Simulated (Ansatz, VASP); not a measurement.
SnSe2 in VASP and in Ansatz

```
Sn Se
1.0
     3.64345    0.00000    0.00000
    -1.82173    3.15532    0.00000
     0.00000    0.00000    7.89118
Sn Se
1 2
Direct
  0.00000 0.00000 0.00000
  0.33333 0.66667 0.22815
  0.66667 0.33333 0.77185
```

Alike in both runs: task single point; functional PBE; k mesh 12 × 12 × 4; occupations gaussian, width 0.05 eV; no spin polarisation.

|  | VASP | Ansatz |
| --- | --- | --- |
| version | VASP 6.6.1 | Ansatz 0.2.0 |
| potentials or method | VASP PAW PBE potentials, release 64 (Sn_d, Se), cutoff 520 eV | scalar-relativistic, plane waves, PAW |
| valence electrons in the cell | 26 | 46 |

|  | VASP | Ansatz | Ansatz less VASP |
| --- | --- | --- | --- |
| gap on the k mesh at the Fermi level (eV) | none | none | - |
| pressure (GPa) | 0.8 | 0.7 | -0.06 |
| traceless stress, the component that is largest in VASP (GPa) | -8.36 | -8.40 | -0.040 |
| rms of the force components (eV/Å) | 0.553 | 0.559 | +0.0060 |

Atom by atom the forces differ by 0.006 eV/Å (rms over components). A gap of «none» marks a metal or a gap that the smearing closes. VASP's potentials hold 26 valence electrons a cell and Ansatz's 46, so a difference there can come from the potentials and not from the codes.
